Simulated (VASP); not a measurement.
K2Pt, 3 atoms in the cell. Symmetry: Immm, No. 71, orthorhombic system. Conventional cell: a = 5.328 Å, b = 5.368 Å, c = 7.563 Å, α = 90.00°, β = 90.00°, γ = 90.00°. K (site symmetry mm2) has 4 Pt at 3.27 to 3.28 Å and 6 K at 3.78 Å within 4.3 Å. Within 4.3 Å of Pt (site symmetry mmm) lie 8 K at 3.27 to 3.28 Å.  This cell differs from its parent crystal: strain +0.0075 x Voigt [0, 0, 0, 1, 0, 0].

```yaml
Program: VASP 6.6.1
Task: single point
Functional: r2SCAN
Potentials_or_basis: VASP PAW PBE potentials, release 64 (K_sv, Pt)
Cutoff: 520 eV
k_mesh: 6 × 6 × 6
Occupations: gaussian, width 0.05 eV
Spin: no spin polarisation
Dipole_correction: no
Further_INCAR_settings: ALGO = Normal; EDIFF = 1e-06; NBANDS = 21
```

Potentials or basis: VASP PAW PBE potentials, release 64 (K_sv, Pt).

Launch:

```bash
$ cat potpaw_PBE.64/K_sv/POTCAR potpaw_PBE.64/Pt/POTCAR > POTCAR
$ cp INCAR.step1 INCAR
$ mpirun -np 1 vasp_std > vasp.out
$ cp INCAR.step2 INCAR
$ mpirun -np 1 vasp_std > vasp.out
```

Hardware: 1 thread of AMD EPYC 7R13 Processor (Zen 3), on a shared host.

**Question.** How long does it take, and how much memory?

**Answer.** It took 6.3 min on 1 thread of AMD EPYC 7R13 Processor (Zen 3), on a shared host, peak memory 0.28 GiB. Counts: k points 46.
